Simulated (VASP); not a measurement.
Runs of VASP 6.6.1 on ScRu3. The structure is that of space group Pm-3m (No. 221), or close to it. The cells are those of the table. 

```tsv
task	level	potentials or basis	cell	k mesh	smearing	gap on the mesh (eV)	pressure (GPa)
single point	PBE	VASP PAW PBE potentials, release 64 (Ru_pv, Sc_sv)	a = 3.938 Å, 4 atoms	7 × 7 × 7	fermi-dirac 0.05 eV	none	(a)
single point	PBE	VASP PAW PBE potentials, release 64 (Ru_pv, Sc_sv)	a = 3.938 Å, 4 atoms	6 × 6 × 6	fermi-dirac 0.1 eV	none	-1.6
single point	LDA	VASP PAW LDA potentials, release 64 (Ru_pv, Sc_sv)	a = 3.938 Å, 4 atoms	8 × 8 × 8	fermi-dirac 0.1 eV	none	-13.8
relaxation of the atoms	PBE	VASP PAW PBE potentials, release 64 (Ru_pv, Sc_sv)	atoms relaxed from a = 4.017, b = 4.017, c = 3.938 Å, 4 atoms	6 × 6 × 6	fermi-dirac 0.05 eV	none	-8.9
single point	LDA	VASP PAW LDA potentials, release 64 (Ru_pv, Sc_sv)	a = 3.938 Å, 4 atoms	6 × 6 × 6	fermi-dirac 0.1 eV	none	-14.0
single point	LDA	VASP PAW LDA potentials, release 64 (Ru_pv, Sc_sv)	a = 3.938 Å, 4 atoms	11 × 11 × 11	fermi-dirac 0.1 eV	none	-13.8
single point	LDA	VASP PAW LDA potentials, release 64 (Ru_pv, Sc_sv)	a = 3.938 Å, 4 atoms	9 × 9 × 9	fermi-dirac 0.1 eV	none	-13.8
```

Alike in all rows: no spin polarisation; cutoff (eV) 520.

Problem. Estimate the missing entries.

Solution. (a) -1.5.

Caveats: the relaxation stopped at its first step, so nothing moved (some runs).

A k mesh can miss the band edges, and the runs leave out spin-orbit coupling on Ru.

A gap of «none» marks levels without a gap at the run's occupations.
